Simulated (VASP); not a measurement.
# Li2O (I4/mmm) in VASP: further runs

Li2O is run at these levels: PBE; tasks: single point.

Program: VASP 6.6.1. These are calculated values, not measurements. Logs are shortened: lines on timing, memory, paths and dates and some standing lists are left out, and cuts for length are marked.

### 1 The cell of the first run

Symmetry: I4/mmm, No. 139, tetragonal system. The conventional cell has a = 3.217 Å, b = 3.217 Å, c = 4.619 Å, α = 90.00°, β = 90.00°, γ = 90.00°. Li (site symmetry -4m2) has 4 O at 1.98 Å and 6 Li at 2.27 to 2.31 Å within 2.6 Å. O (site symmetry 4/mmm) has 8 Li at 1.98 Å within 2.6 Å.

### 2 Single point, PBE (strain -0.015 along x and y, +0.000 along z)

INCAR reads:

```
ALGO = Normal ; EDIFF = 1E-6
ENCUT = 750 ; GGA = PE
GGA_COMPAT = F ; ISIF = 2
ISMEAR = 0 ; LASPH = T
LCHARG = T ; LELF = T
LREAL = F ; LVHAR = T
LWAVE = F ; NBANDS = 13
NELM = 120 ; PREC = Accurate
SIGMA = 0.05
```

KPOINTS reads:

```
k-points
0
Gamma
  8 8 8
```

POSCAR reads:

```
Li2O
1.0
    0.0000000000      2.2748575000      2.3095000000
    2.2748575000      0.0000000000      2.3095000000
    2.2748575000      2.2748575000      0.0000000000
Li O
2 1
Direct
    0.2500000000      0.2500000000      0.2500000000
    0.7500000000      0.7500000000      0.7500000000
    0.0000000000      0.0000000000      0.0000000000
```

Potentials or basis: VASP PAW PBE potentials, release 64 (Li_sv, O).

On the command line:

```bash
$ cat potpaw_PBE.64/Li_sv/POTCAR potpaw_PBE.64/O/POTCAR > POTCAR
$ mpirun -np 1 vasp_std > vasp.out
```

OUTCAR:

```text
EDIFF = 1E-6
   ENCUT = 750
   GGA = PE
   ISIF = 2
   ISMEAR = 0
   LASPH = T
   LREAL = F
   NELM = 120
   PREC = Accurate

 ion  position               nearest neighbor table
   1  0.250  0.250  0.250-   3 1.98   3 1.98   3 1.98   3 1.98   2 2.27   2 2.27   2 2.27   2 2.27
                             2 2.31   2 2.31
   2  0.750  0.750  0.750-   3 1.98   3 1.98   3 1.98   3 1.98   1 2.27   1 2.27   1 2.27   1 2.27
                             1 2.31   1 2.31
   3  0.000  0.000  0.000-   2 1.98   2 1.98   1 1.98   2 1.98   1 1.98   1 1.98   2 1.98   1 1.98

  LATTYP: Found a body centered tetragonal cell.
 ALAT       =     3.2171343290
 C/A-ratio  =     1.4357498095

  Lattice vectors:

 A1 = (  -2.2748575000,   0.0000000000,   2.3095000000)
 A2 = (   2.2748575000,   0.0000000000,   2.3095000000)
 A3 = (   0.0000000000,   2.2748575000,  -2.3095000000)

Analysis of symmetry for initial positions (statically):
=====================================================================
 Subroutine PRICEL returns:
 Original cell was already a primitive cell.

 Routine SETGRP: Setting up the symmetry group for a
 body centered tetragonal supercell.

 Subroutine GETGRP returns: Found 16 space group operations
 (whereof 16 operations were pure point group operations)
 out of a pool of 16 trial point group operations.

The static configuration has the point symmetry D_4h.

Analysis of symmetry for dynamics (positions and initial velocities):
=====================================================================
 Subroutine PRICEL returns:
 Original cell was already a primitive cell.

 Routine SETGRP: Setting up the symmetry group for a
 body centered tetragonal supercell.

 Subroutine GETGRP returns: Found 16 space group operations
 (whereof 16 operations were pure point group operations)
 out of a pool of 16 trial point group operations.

The dynamic configuration has the point symmetry D_4h.

 Subroutine INISYM returns: Found 16 space group operations
 (whereof 16 operations are pure point group operations),
 and found     1 'primitive' translations

----------------------------------------------------------------------------------------

                                     Primitive cell

  volume of cell :      23.9032

  direct lattice vectors                    reciprocal lattice vectors
     0.000000000  2.274857500  2.309500000    -0.219793987  0.219793987  0.216497077
     2.274857500  0.000000000  2.309500000     0.219793987 -0.219793987  0.216497077
     2.274857500  2.274857500  0.000000000     0.219793987  0.219793987 -0.216497077

  length of vectors
     3.241722828  3.241722828  3.217134329     0.378800446  0.378800446  0.378800446

  position of ions in fractional coordinates (direct lattice)
     0.250000000  0.250000000  0.250000000
     0.750000000  0.750000000  0.750000000
     0.000000000  0.000000000  0.000000000

  ion indices of the primitive-cell ions
   primitive index   ion index
                 1           1
                 2           2
                 3           3

----------------------------------------------------------------------------------------

 KPOINTS: k-points

Automatic generation of k-mesh.
 Grid dimensions read from file:
 generate k-points for:    8    8    8

 Generating k-lattice:

  Cartesian coordinates                     Fractional coordinates (reciprocal lattice)
    -0.027474248  0.027474248  0.027062135     0.125000000  0.000000000  0.000000000
     0.027474248 -0.027474248  0.027062135     0.000000000  0.125000000  0.000000000
     0.027474248  0.027474248 -0.027062135    -0.000000000 -0.000000000  0.125000000

  Length of vectors
     0.047350056  0.047350056  0.047350056

  Shift w.r.t. Gamma in fractional coordinates (k-lattice)
     0.000000000  0.000000000  0.000000000

 Subroutine IBZKPT returns following result:
 ===========================================

 Found     59 irreducible k-points:

 Following reciprocal coordinates:
            Coordinates               Weight
  0.000000  0.000000  0.000000      1.000000
  0.125000  0.000000  0.000000      8.000000
  0.250000  0.000000  0.000000      8.000000
  0.375000  0.000000  0.000000      8.000000
  0.500000  0.000000  0.000000      4.000000
  0.125000  0.125000  0.000000      2.000000
[... 16 lines left out ...]
  0.250000  0.000000  0.125000     16.000000
  0.375000  0.000000  0.125000     16.000000
 [... further k-points ...]
   k-points           NKPTS =     59   k-points in BZ     NKDIM =     59   number of bands    NBANDS=     13
   number of dos      NEDOS =    301   number of ions     NIONS =      3
   total plane-waves  NPLWV =  27000
   dimension x,y,z NGX =    30 NGY =   30 NGZ =   30
   dimension x,y,z NGXF=    60 NGYF=   60 NGZF=   60
   ions per type =               2   1
   NGX,Y,Z   is equivalent  to a cutoff of  15.38, 15.38, 15.50 a.u.
   NGXF,Y,Z  is equivalent  to a cutoff of  30.77, 30.77, 31.01 a.u.
 SYSTEM =  unknown system
   PREC   = accura    normal or accurate (medium, high low for compatibility)
   ISTART =      0    job   : 0-new  1-cont  2-samecut
   ICHARG =      2    charge: 1-file 2-atom 10-const
   ISPIN  =      1    spin polarized calculation?
   LNONCOLLINEAR =      F non collinear calculations
   LSORBIT =      F    spin-orbit coupling
   LASPH  =      T    aspherical Exc in radial PAW
   ENCUT  =  750.0 eV  55.12 Ry    7.42 a.u.   7.24  7.24  7.18*2*pi/ulx,y,z
   NELM   =    120;   NELMIN=  2; NELMDL= -5     # of ELM steps
   EDIFF  = 0.1E-05   stopping-criterion for ELM
   LREAL  =      F    real-space projection
   EDIFFG = 0.1E-04   stopping-criterion for IOM
   NSW    =      0    number of steps for IOM
   IBRION =     -1    ionic relax: 0-MD 1-quasi-New 2-CG
   NFREE  =      0    steps in history (QN), initial steepest desc. (CG)
   ISIF   =      2    stress and relaxation
   ISYM   =      2    0-nonsym 1-usesym 2-fastsym
   POTIM  = 0.5000    time-step for ionic-motion
   TEBEG  =    0.0;   TEEND  =   0.0 temperature during run
   PSTRESS=    0.0 pullay stress
   NELECT =      12.0000    total number of electrons
   NUPDOWN=      -1.0000    fix difference up-down
   EMIN   =  10.00;   EMAX   =-10.00  energy-range for DOS
   EFERMI =   0.00;   METHOD = LEGACY
   ISMEAR =     0;   SIGMA  =   0.05  broadening in eV -4-tet -1-fermi 0-gaus
   EFERMI_NEDOS =   21; number of points for ismear=-14 and -15
   IALGO  =     38    algorithm
   IMIX   =      4    mixing-type and parameters
     AMIX     =   0.40;   BMIX     =  1.00
     AMIX_MAG =   1.60;   BMIX_MAG =  1.00
  volume/ion in A,a.u.               =       7.97        53.77
  Fermi-wavevector in a.u.,A,eV,Ry     =   1.301117  2.458755 23.033389  1.692906
  Thomas-Fermi vector in A             =   2.432272
   LORBIT       =      0    0 simple, 1 ext, 2 COOP (PROOUT), +10 PAW based schemes
   GGA     = PE    functional components
   LHFCALC =     F    Hartree Fock is set to
   AEXX    =    0.0000 exact exchange contribution
   IVDW    =     0    specifies the selected vdW correction
   LEPSILON=     F    determine dielectric tensor
   LRPA    =     F    only Hartree local field effects (RPA)
 non-spin polarized calculation
 Gauss-broadening in eV      SIGMA  =   0.05
  energy-cutoff  :      750.00
  volume of cell :       23.90
 maximum number of plane-waves:      1129
 NGX is ok and might be reduce to    30
   NGX = 15   NGY = 15   NGZ = 15

 number of electron      12.0000003 magnetization

 Free energy of the ion-electron system (eV)
  ---------------------------------------------------
  ext. energy  EPLUGINS =         0.00000000
  ---------------------------------------------------
  free energy    TOTEN  =       -14.34585695 eV

  energy without entropy =      -14.34585695  energy(sigma->0) =      -14.34585695

 E-fermi :   1.7781     XC(G=0):  -9.8817

 val. band max:        1.5143048158   @ k =   0.0000   0.0000   0.0000
 cond. band min:       6.5198534954   @ k =   0.5000   0.0000   0.5000
 fundamental gap:      5.0055486796
 Fermi energy:         1.7780927006

 k-point     1 :       0.0000    0.0000    0.0000
  band No.  band energies     occupation
      1     -41.4303      2.00000
      2     -41.0667      2.00000
      3     -14.0009      2.00000
      4       1.4659      2.00000
      5       1.5143      2.00000
      6       1.5143      2.00000
      7       6.9936      0.00000
      8      13.5668      0.00000
      9      13.5668      0.00000
     10      13.7091      0.00000
     11      20.4805      0.00000
     12      20.9995      0.00000
     13      20.9995      0.00000

 k-point     2 :       0.1250    0.0000    0.0000
  band No.  band energies     occupation
      1     -41.4142      2.00000
      2     -41.0785      2.00000
      3     -13.9703      2.00000
      4       0.9751      2.00000
      5       1.4039      2.00000
      6       1.4433      2.00000
      7       7.4082      0.00000
      8      13.6231      0.00000
      9      13.8027      0.00000
     10      13.8961      0.00000
     11      19.2678      0.00000
     12      19.5877      0.00000
     13      21.3823      0.00000

 k-point     3 :       0.2500    0.0000    0.0000
  band No.  band energies     occupation
      1     -41.3694      2.00000
      2     -41.1128      2.00000
      3     -13.8920      2.00000
      4      -0.0928      2.00000
      5       1.2248      2.00000
      6       1.2826      2.00000
      7       8.4070      0.00000
      8      13.4428      0.00000
      9      14.0905      0.00000
     10      14.1260      0.00000
     11      18.5060      0.00000
     12      18.6434      0.00000
     13      22.7078      0.00000
[... 305 lines left out ...]
 k-point    23 :       0.2500    0.0000    0.1250
  band No.  band energies     occupation
      1     -41.3748      2.00000
      2     -41.1078      2.00000
      3     -13.8971      2.00000
      4       0.2639      2.00000
      5       1.0164      2.00000
      6       1.1979      2.00000
      7       8.0593      0.00000
      8      13.6794      0.00000
      9      14.0309      0.00000
     10      14.6585      0.00000
     11      16.7402      0.00000
     12      21.1413      0.00000
     13      22.9459      0.00000

 k-point    24 :       0.3750    0.0000    0.1250
  band No.  band energies     occupation
      1     -41.3195      2.00000
      2     -41.1524      2.00000
      3     -13.8149      2.00000
      4      -0.6775      2.00000
      5       0.8569      2.00000
      6       1.0503      2.00000
      7       9.0051      0.00000
      8      13.0335      0.00000
      9      14.0298      0.00000
     10      14.8264      0.00000
     11      17.4114      0.00000
     12      20.7414      0.00000
     13      23.9529      0.00000

 [... further k-points ...]
[... 5 lines left out ...]
  --------------------------------------------------------------------------------------
  -------------------------------------------------------------------------------------
  Total        0.5418518      0.5418518      0.1087330      0.0000000      0.0000000      0.0000000
  in kB       36.3190751     36.3190751      7.2881226      0.0000000      0.0000000      0.0000000
  external PRESSURE =      26.6420909 kB  Pullay stress =       0.0000000 kB

 VOLUME and BASIS-vectors are now :
 -----------------------------------------------------------------------------
  energy-cutoff  :      750.00
  volume of cell :       23.90
      direct lattice vectors                 reciprocal lattice vectors
     0.000000000  2.274857500  2.309500000    -0.219793987  0.219793987  0.216497077
     2.274857500  0.000000000  2.309500000     0.219793987 -0.219793987  0.216497077
     2.274857500  2.274857500  0.000000000     0.219793987  0.219793987 -0.216497077

 POSITION                                       TOTAL-FORCE (eV/Angst)
 -----------------------------------------------------------------------------------
      1.13743      1.13743      1.15475         0.000000      0.000000     -0.000000
      3.41229      3.41229      3.46425        -0.000000     -0.000000      0.000000
      0.00000      0.00000      0.00000         0.000000     -0.000000     -0.000000
 -----------------------------------------------------------------------------------
    total drift:                                0.000000     -0.000000      0.000000

  FREE ENERGIE OF THE ION-ELECTRON SYSTEM (eV)
  ---------------------------------------------------
  free  energy   TOTEN  =       -14.3458569533 eV

  energy  without entropy=      -14.3458569533  energy(sigma->0) =      -14.34585695
```

It took 24 s on 1 thread of Intel Xeon Platinum 8375C at 2.90GHz (Ice Lake), shared host; peak memory 0.17 GiB.

What came out:

```yaml
Free_energy: -14.3459 eV
Pressure: 2.7 GPa
Band_gap_on_the_k_mesh: 5.01 eV, indirect (least direct gap 5.48 eV)
```

Caveat: the cell differs from its parent crystal (strain -0.015 along x and y, +0.000 along z).

### 3 Single point, PBE (strain +0.000 along x and y, -0.015 along z)

INCAR reads:

```
  ALGO = Normal
  EDIFF = 1E-6
  ENCUT = 750
  GGA = PE
  GGA_COMPAT = F
  ISIF = 2
  ISMEAR = 0
  LASPH = T
  LCHARG = F
  LREAL = F
  LWAVE = F
  NBANDS = 13
  NELM = 120
  PREC = Accurate
  SIGMA = 0.05
```

KPOINTS is that of step 2.

POSCAR reads:

```
Li2O
1.0
    0.0000000000      2.3095000000      2.2748575000
    2.3095000000      0.0000000000      2.2748575000
    2.3095000000      2.3095000000      0.0000000000
Li O
2 1
Direct
    0.2500000000      0.2500000000      0.2500000000
    0.7500000000      0.7500000000      0.7500000000
    0.0000000000      0.0000000000      0.0000000000
```

Potentials or basis: VASP PAW PBE potentials, release 64 (Li_sv, O).

On the command line:

```bash
$ cat potpaw_PBE.64/Li_sv/POTCAR potpaw_PBE.64/O/POTCAR > POTCAR
$ mpirun -np 1 vasp_std > vasp.out
```

Run time: 25 s. Hardware: 1 thread of Intel Xeon Platinum 8375C at 2.90GHz (Ice Lake), shared host; peak memory 0.17 GiB.

The run converged. Its results:

| Item | Value |
| --- | --- |
| Free energy | -14.3513 eV |
| Pressure | 1.3 GPa |
| Band gap on the k mesh | 4.95 eV, indirect (least direct gap 5.35 eV) |

Stress tensor (GPa, compression positive):
```
0.38 0.00 0.00
0.00 0.38 0.00
0.00 0.00 3.18
```

Levels at points of the mesh, in eV from the valence-band top:
```csv
k point,band 4,band 5,band 6,band 7,band 8,band 9
"(0.00, 0.00, 0.00)",-0.04,-0.04,0.00,5.35,11.90,12.05
"(0.50, 0.00, 0.00)",-2.84,-0.52,-0.44,9.28,9.93,12.02
"(0.50, 0.50, 0.00)",-1.62,-1.49,-1.49,4.95,13.61,13.61
"(0.50, 0.00, 0.50)",-1.66,-1.41,-1.41,4.99,13.51,13.84
```

Caveat: the cell differs from its parent crystal (strain +0.000 along x and y, -0.015 along z). A k mesh can miss the band edges.
